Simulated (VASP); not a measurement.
# Zr (P6_3/mmc) in VASP: notebook

Runs on Zr. Level: r2SCAN. Tasks: relaxation of shape and atoms at fixed volume.

Program: VASP 6.6.1. These are calculated values, not measurements. Logs are shortened: lines on timing, memory, paths and dates and some standing lists are left out, and cuts for length are marked.

**1. The cell of the first run**

Symmetry: P6_3/mmc, No. 194, hexagonal system. Conventional cell: a = 3.310 Å, b = 3.310 Å, c = 5.251 Å, α = 90.00°, β = 90.00°, γ = 120.00°. Zr (site symmetry -6m2) has 12 Zr at 3.25 to 3.31 Å within 4.3 Å.

**2. Relaxation of shape and atoms at fixed volume, r2SCAN (24.91 Å³/atom)**

The input, POSCAR:

```
Zr
1.0
    3.3100702320      0.0000000000      0.0000000000
   -1.6550351160      2.8666049092      0.0000000000
    0.0000000000      0.0000000000      5.2512175029
Zr
2
Direct
    0.3333333333      0.6666666667      0.2500000000
    0.6666666667      0.3333333333      0.7500000000
```

The input, INCAR.step1:

```
SYSTEM = Zr
ALGO = Normal
EDIFF = 1E-4
ENCUT = 600
GGA = PE
ISMEAR = 0
LASPH = .TRUE.
LCHARG = .FALSE.
LREAL = .FALSE.
LWAVE = .TRUE.
NELM = 60
PREC = Accurate
SIGMA = 0.1
```

The input, INCAR.step2:

```
SYSTEM = Zr
ALGO = Normal
EDIFF = 1E-7
EDIFFG = -0.01
ENCUT = 600
IBRION = 2
ISIF = 4
ISMEAR = 0
ISTART = 1
LASPH = .TRUE.
LCHARG = .FALSE.
LMIXTAU = .TRUE.
LREAL = .FALSE.
LWAVE = .FALSE.
METAGGA = R2SCAN
NELM = 60
NSW = 50
PREC = Accurate
SIGMA = 0.1
```

The input, KPOINTS:

```
k-points
0
G
  18 18 8
  0 0 0
```

Potentials or basis: VASP PAW PBE potentials, release 64 (Zr_sv).

Run with:

```bash
$ cat potpaw_PBE.64/Zr_sv/POTCAR > POTCAR
$ cp INCAR.step1 INCAR
$ mpirun -np 1 vasp_std > vasp.out
$ cp INCAR.step2 INCAR
$ mpirun -np 1 vasp_std > vasp.out
```

OUTCAR:

```text
SYSTEM = Zr
   EDIFF = 1E-7
   EDIFFG = -0.01
   ENCUT = 600
   IBRION = 2
   ISIF = 4
   ISMEAR = 0
   ISTART = 1
   LASPH = .TRUE.
   LREAL = .FALSE.
   METAGGA = R2SCAN
   NELM = 60
   NSW = 50
   PREC = Accurate

 ion  position               nearest neighbor table
   1  0.333  0.667  0.250-   2 3.25   2 3.25   2 3.25   2 3.25   2 3.25   2 3.25
   2  0.667  0.333  0.750-   1 3.25   1 3.25   1 3.25   1 3.25   1 3.25   1 3.25

  LATTYP: Found a hexagonal cell.
 ALAT       =     3.3100702320
 C/A-ratio  =     1.5864368835

  Lattice vectors:

 A1 = (   3.3100702320,   0.0000000000,   0.0000000000)
 A2 = (  -1.6550351160,   2.8666049092,   0.0000000000)
 A3 = (   0.0000000000,   0.0000000000,   5.2512175029)

Analysis of symmetry for initial positions (statically):
=====================================================================
 Subroutine PRICEL returns:
 Original cell was already a primitive cell.

 Routine SETGRP: Setting up the symmetry group for a
 hexagonal supercell.

 Subroutine GETGRP returns: Found 24 space group operations
 (whereof 12 operations were pure point group operations)
 out of a pool of 24 trial point group operations.

The static configuration has the point symmetry D_3d.
 The point group associated with its full space group is D_6h.

Analysis of symmetry for dynamics (positions and initial velocities):
=====================================================================
 Subroutine PRICEL returns:
 Original cell was already a primitive cell.

 Routine SETGRP: Setting up the symmetry group for a
 hexagonal supercell.

 Subroutine GETGRP returns: Found 24 space group operations
 (whereof 12 operations were pure point group operations)
 out of a pool of 24 trial point group operations.

The dynamic configuration has the point symmetry D_3d.
 The point group associated with its full space group is D_6h.

 Subroutine INISYM returns: Found 24 space group operations
 (whereof 12 operations are pure point group operations),
 and found     1 'primitive' translations

----------------------------------------------------------------------------------------

                                     Primitive cell

[... 148 lines left out ...]
  Total       -1.5622966     -1.5622966     -1.6170163      0.0000000      0.0000000      0.0000000
  in kB      -50.2353021    -50.2353021    -51.9948010      0.0000000      0.0000000      0.0000000
  external PRESSURE =     -50.8218017 kB  Pullay stress =       0.0000000 kB

 VOLUME and BASIS-vectors are now :
 -----------------------------------------------------------------------------
  energy-cutoff  :      600.00
  volume of cell :       49.83
      direct lattice vectors                 reciprocal lattice vectors
     3.310070232  0.000000000  0.000000000     0.302108393  0.174422362  0.000000000
    -1.655035116  2.866604909  0.000000000     0.000000000  0.348844725  0.000000000
     0.000000000  0.000000000  5.251217503     0.000000000  0.000000000  0.190432028

 POSITION                                       TOTAL-FORCE (eV/Angst)
 -----------------------------------------------------------------------------------
     -0.00000      1.91107      1.31280        -0.000000      0.000000      0.000000
      1.65504      0.95553      3.93841         0.000000     -0.000000      0.000000
 -----------------------------------------------------------------------------------
    total drift:                               -0.000000      0.000000     -0.000000

  FREE ENERGIE OF THE ION-ELECTRON SYSTEM (eV)
  ---------------------------------------------------
  free  energy   TOTEN  =       -45.4569598619 eV

  energy  without entropy=      -45.4498063910  energy(sigma->0) =      -45.45338313

--------------------------------------- Ionic step        2  -------------------------------------------

 number of electron      24.0000000 magnetization

 Free energy of the ion-electron system (eV)
  ---------------------------------------------------
  ext. energy  EPLUGINS =         0.00000000
  ---------------------------------------------------
  free energy    TOTEN  =       -45.45699132 eV

  energy without entropy =      -45.44984552  energy(sigma->0) =      -45.45341842

 E-fermi :   8.3238     XC(G=0): -11.6155

 val. band max:        8.3102455608   @ k =   0.3333   0.1667   0.3750
 cond. band min:       8.3496268107   @ k =   0.0556   0.0000   0.2500
 fundamental gap:      0.0393812500
 Fermi energy:         8.3238174148

 k-point     1 :       0.0000    0.0000    0.0000
  band No.  band energies     occupation
      1     -42.4037      2.00000
      2     -42.2756      2.00000
      3     -20.1491      2.00000
      4     -19.4046      2.00000
      5     -19.4046      2.00000
      6     -19.2890      2.00000
[... 433 lines left out ...]
      3     -19.9450      2.00000
      4     -19.8041      2.00000
      5     -19.7821      2.00000
      6     -19.6082      2.00000
[... 8 lines left out ...]
     15       9.7682      0.00000
     16      12.5353      0.00000

 [... further k-points ...]

------------------------ aborting loop because EDIFF is reached ----------------------------------------

  FORCE on cell =-STRESS in cart. coord.  units (eV):
  Direction    XX          YY          ZZ          XY          YZ          ZX
  --------------------------------------------------------------------------------------
  -------------------------------------------------------------------------------------
  Total       -1.5745543     -1.5745543     -1.5912026      0.0000000     -0.0000000      0.0000000
  in kB      -50.6294454    -50.6294454    -51.1647673      0.0000000     -0.0000000      0.0000000
  external PRESSURE =     -50.8078860 kB  Pullay stress =       0.0000000 kB

 VOLUME and BASIS-vectors are now :
 -----------------------------------------------------------------------------
  energy-cutoff  :      600.00
  volume of cell :       49.83
      direct lattice vectors                 reciprocal lattice vectors
     3.311527206  0.000000000  0.000000000     0.301975475  0.174345622 -0.000000000
    -1.655763603  2.867866686 -0.000000000    -0.000000000  0.348691243 -0.000000000
     0.000000000  0.000000000  5.246597759    -0.000000000  0.000000000  0.190599708

 POSITION                                       TOTAL-FORCE (eV/Angst)
 -----------------------------------------------------------------------------------
     -0.00000      1.91191      1.31165        -0.000000      0.000000      0.000000
      1.65576      0.95596      3.93495         0.000000     -0.000000      0.000000
 -----------------------------------------------------------------------------------
    total drift:                               -0.000000      0.000000     -0.000000

  FREE ENERGIE OF THE ION-ELECTRON SYSTEM (eV)
  ---------------------------------------------------
  free  energy   TOTEN  =       -45.4569913238 eV

  energy  without entropy=      -45.4498455247  energy(sigma->0) =      -45.45341842

 reached required accuracy - stopping structural energy minimisation
```

OUTCAR.step1:

```text
SYSTEM = Zr
   EDIFF = 1E-4
   ENCUT = 600
   GGA = PE
   ISMEAR = 0
   LASPH = .TRUE.
   LREAL = .FALSE.
[... 680 lines left out ...]
     -0.00000      1.91107      1.31280         0.000000     -0.000000      0.000000
      1.65504      0.95553      3.93841        -0.000000      0.000000      0.000000
 -----------------------------------------------------------------------------------
    total drift:                               -0.000000      0.000000     -0.000000

  FREE ENERGIE OF THE ION-ELECTRON SYSTEM (eV)
  ---------------------------------------------------
  free  energy   TOTEN  =       -16.9946485018 eV

  energy  without entropy=      -16.9854066252  energy(sigma->0) =      -16.99002756
```

Wall time 35 min (1 thread of Oxide Virtual Turin-like, shared host); peak memory 0.28 GiB.

Results:

```yaml
Free_energy: -45.4570 eV
Energy_gained_by_relaxing: 0.0 meV/atom
Ionic_steps: 2
Pressure_after_relaxing: -5.1 GPa
Band_gap_on_the_k_mesh: zero (bands 12 and 13 overlap by 1.26 eV)
```

Final structure:
```
CELL_PARAMETERS angstrom
3.31153 0.00000 0.00000
-1.65576 2.86787 0.00000
0.00000 0.00000 5.24660
ATOMIC_POSITIONS crystal
Zr 0.33333 0.66667 0.25000
Zr 0.66667 0.33333 0.75000
```

Caveat: the PAW data sets were made with another functional, which shifts forces and pressure a little.

**3. Relaxation of shape and atoms at fixed volume, r2SCAN (24.21 Å³/atom)**

This run uses another cell than the first one, of 24.21 Å³/atom.

The input, POSCAR:

```
Zr
1.0
    3.2785438380      0.0000000000      0.0000000000
   -1.6392719190      2.8393022511      0.0000000000
    0.0000000000      0.0000000000      5.2012028687
Zr
2
Direct
    0.3333333333      0.6666666667      0.2500000000
    0.6666666667      0.3333333333      0.7500000000
```

The input, INCAR.step1:

```
SYSTEM = Zr
ALGO = Normal ; EDIFF = 1E-4
ENCUT = 600 ; GGA = PE
ISMEAR = 0 ; LASPH = .True.
LCHARG = .False. ; LREAL = .False.
LWAVE = .True. ; NELM = 80
PREC = Accurate ; SIGMA = 0.1
```

The input, INCAR.step2:

```
SYSTEM = Zr
ALGO = Normal ; EDIFF = 1E-7
EDIFFG = -0.01 ; ENCUT = 600
IBRION = 2 ; ISIF = 4
ISMEAR = 0 ; ISTART = 1
LASPH = .True. ; LCHARG = .False.
LMIXTAU = .True. ; LREAL = .False.
LWAVE = .False. ; METAGGA = R2SCAN
NELM = 80 ; NSW = 50
PREC = Accurate ; SIGMA = 0.1
```

The input, KPOINTS:

```
k-points
0
Gamma
  18 18 8
  0 0 0
```

Potentials or basis: VASP PAW PBE potentials, release 64 (Zr_sv).

Run with:

```bash
$ cat potpaw_PBE.64/Zr_sv/POTCAR > POTCAR
$ cp INCAR.step1 INCAR
$ mpirun -np 1 vasp_std > vasp.out
$ cp INCAR.step2 INCAR
$ mpirun -np 1 vasp_std > vasp.out
```

It took 37 min on 1 thread of Oxide Virtual Turin-like, shared host; peak memory 0.27 GiB.

It converged, with:

```yaml
Free_energy: -45.4912 eV
Energy_gained_by_relaxing: 0.0 meV/atom
Ionic_steps: 2
Pressure_after_relaxing: -2.7 GPa
Band_gap_on_the_k_mesh: zero (bands 12 and 13 overlap by 1.26 eV)
```

Final structure:
```
CELL_PARAMETERS angstrom
3.27962 0.00000 0.00000
-1.63981 2.84023 0.00000
0.00000 0.00000 5.19780
ATOMIC_POSITIONS crystal
Zr 0.33333 0.66667 0.25000
Zr 0.66667 0.33333 0.75000
```

Levels at points of the mesh, in eV from the Fermi level:
```tsv
k point	band 9	band 10	band 11	band 12	band 13	band 14	band 15	band 16
(0.00, 0.00, 0.00)	-5.96	-3.11	0.90	0.94	0.94	1.14	1.66	1.66
(0.50, 0.00, 0.00)	-2.62	-2.58	-2.15	-0.49	0.64	0.81	1.52	4.91
(0.00, 0.00, 0.50)	-4.20	-4.20	0.03	0.03	0.85	0.85	0.85	0.85
(0.50, 0.00, 0.50)	-2.91	-2.91	-1.03	-1.03	1.42	1.42	2.30	2.30
```

Caveat: the PAW data sets were made with another functional, which shifts forces and pressure a little.

The gap in the log of VASP goes by the Fermi energy; the results here count the filled bands.